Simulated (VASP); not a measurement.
Input of a VASP 6.6.1 run:

INCAR

```
SYSTEM = CdSe
PREC = Accurate ; ENCUT = 520
EDIFF = 1E-7 ; ISMEAR = -1
SIGMA = 0.05 ; LREAL = .False.
LASPH = .True. ; NELM = 80
ALGO = Normal ; ISIF = 2
LWAVE = .False. ; LCHARG = .True.
GGA = PS ; LELF = .True.
LVHAR = .True. ; NBANDS = 16
```

The input KPOINTS:

```
regular mesh
0
Gamma
  8 8 8
  0 0 0
```

Contents of POSCAR:

```
CdSe
1.0
    0.0000000000      3.0416953860      3.0416953860
    3.0416953860      0.0000000000      3.0416953860
    3.0416953860      3.0416953860      0.0000000000
Cd Se
1 1
Direct
    0.0000000000      0.0000000000      0.0000000000
    0.2500000000      0.2500000000      0.2500000000
```

Potentials or basis: VASP PAW PBE potentials, release 64 (Cd, Se).

Command:

```bash
$ cat potpaw_PBE.64/Cd/POTCAR potpaw_PBE.64/Se/POTCAR > POTCAR
$ mpirun -np 1 vasp_std > vasp.out
```

Q: What does it give for the band gap on the k mesh?

A: 0.48 eV, direct.

Q: What does it give for the pressure?

A: 0.3 GPa.

Caveat: the PAW data sets were made with another functional, which shifts forces and pressure a little. A hybrid or GW would open this gap; PBEsol tends to underestimate it.
